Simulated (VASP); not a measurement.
Here is a VASP 6.6.1 calculation.

INCAR

```
ALGO     = Normal         # electronic algorithm
EDIFF    = 1E-6           # SCF threshold, eV
ENCUT    = 520            # plane-wave cutoff, eV
GGA      = PS             # functional
ISIF     = 2              # what is computed and relaxed
ISMEAR   = -1             # smearing method
LASPH    = T              # aspherical terms in the spheres
LCHARG   = T              # write CHGCAR
LELF     = T              # ELF
LREAL    = F              # projectors in reciprocal space
LVHAR    = T            
LWAVE    = F              # write WAVECAR
NBANDS   = 18             # bands
NELM     = 80             # most SCF steps
PREC     = Accurate       # precision mode
SIGMA    = 0.05           # smearing width, eV
```

The input KPOINTS:

```
k-points
0
Gamma
  8 8 6
```

Contents of POSCAR:

```
P
1.0
    1.6694710337     -4.9232045438      0.0000000000
    1.6694710337      4.9232045438      0.0000000000
    0.0000000000      0.0000000000      3.7674495441
P
4
Direct
    0.8880791773      0.1119208227      0.5534026617
    0.1119208227      0.8880791773      0.4465973383
    0.6119208227      0.3880791773      0.0534026617
    0.3880791773      0.6119208227      0.9465973383
```

Potentials or basis: VASP PAW PBE potentials, release 64 (P).

Launch:

```console
$ cat potpaw_PBE.64/P/POTCAR > POTCAR
$ mpirun -np 1 vasp_std > vasp.out
```

(1) Estimate the largest force.

(2) What does it give for the band gap on the k mesh?

(3) Predict the pressure.

## Answers

(1) 0.033 eV/Å.

(2) zero (bands 10 and 11 overlap by 0.91 eV).

(3) 4.9 GPa.

Caveat: the cell stands under pressure; the PAW data sets were made with another functional, which shifts forces and pressure a little.
